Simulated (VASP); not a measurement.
A run of VASP 6.6.1 is set up as follows.

INCAR

```
PREC = Accurate
ENCUT = 600
EDIFF = 1E-6
ISMEAR = 0
SIGMA = 0.1
LREAL = False
LASPH = True
NELM = 60
ALGO = Fast
ISIF = 4
LWAVE = False
LCHARG = False
GGA = PE
IBRION = 2
NSW = 50
EDIFFG = -0.01
```

File KPOINTS:

```
Automatic mesh
0
Gamma
  12 12 4
```

File POSCAR:

```
Ag3Os
1.0
    2.8418633071      0.0000000000      0.0000000000
   -1.4209316535      2.4611258180      0.0000000000
    0.0000000000      0.0000000000     10.0495267219
Ag Os
3 1
Direct
    0.0000000000      0.0000000000      0.0000000000
    0.6666666667      0.3333333333      0.7438520455
    0.6666666667      0.3333333333      0.2561479545
    0.0000000000      0.0000000000      0.5000000000
```

Potentials or basis: VASP PAW PBE potentials, release 64 (Ag, Os).

Command:

```bash
$ cat potpaw_PBE.64/Ag/POTCAR potpaw_PBE.64/Os/POTCAR > POTCAR
$ mpirun -np 1 vasp_std > vasp.out
```

Question: Estimate the band gap on the k mesh.

Answer: Zero (an odd number of electrons rules out a gap without spin polarisation).

Step by step:
```csv
step,energy change (eV),largest force (eV/Å),pressure (GPa),volume (Å³)
1,0.0000,0.0814,-7.45,70.29
2,-0.0019,0.0636,-7.26,70.29
3,-0.0024,0.0462,-7.04,70.29
4,-0.0025,0.0520,-7.08,70.29
5,-0.0028,0.0318,-7.05,70.29
6,-0.0030,0.0143,-7.01,70.29
7,-0.0030,0.0210,-6.94,70.29
8,-0.0031,0.0065,-6.98,70.29
```

Caveat: spin-orbit coupling is left out, which moves the levels of the heavy elements.
